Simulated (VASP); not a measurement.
A run of VASP 6.6.1:

Contents of INCAR:

```
PREC = Accurate
ENCUT = 600
EDIFF = 1E-6
ISMEAR = 0
SIGMA = 0.1
LREAL = F
LASPH = T
NELM = 100
ALGO = Normal
ISIF = 3
LWAVE = F
LCHARG = F
GGA = PE
IBRION = 2
NSW = 90
EDIFFG = -0.04
```

KPOINTS

```
Automatic mesh
0
Gamma
  4 4 4
```

File POSCAR:

```
Zr2Ta
1.0
    0.0000000000      3.6741176115      3.6741176115
    3.6741176115      0.0000000000      3.6741176115
    3.6741176115      3.6741176115      0.0000000000
Zr Ta
4 2
Direct
    0.6250000000      0.6250000000      0.6250000000
    0.1250000000      0.6250000000      0.6250000000
    0.6250000000      0.6250000000      0.1250000000
    0.6250000000      0.1250000000      0.6250000000
    0.0000000000      0.0000000000      0.0000000000
    0.2500000000      0.2500000000      0.2500000000
```

Potentials or basis: VASP PAW PBE potentials, release 64 (Zr_sv, Ta_pv).

The run is started by

```bash
$ cat potpaw_PBE.64/Zr_sv/POTCAR potpaw_PBE.64/Ta_pv/POTCAR > POTCAR
$ mpirun -np 1 vasp_std > vasp.out
```

Hardware: 1 thread of Intel(R) Xeon(R) 6975P-C (Granite Rapids) (shared host).

Problem. Estimate the wall time of this run.

Solution. It took 2.7 min on 1 thread of Intel(R) Xeon(R) 6975P-C (Granite Rapids), with other jobs on the host, peak memory 0.28 GiB. Counts: scf iterations 59, k points 8, ion steps 5.
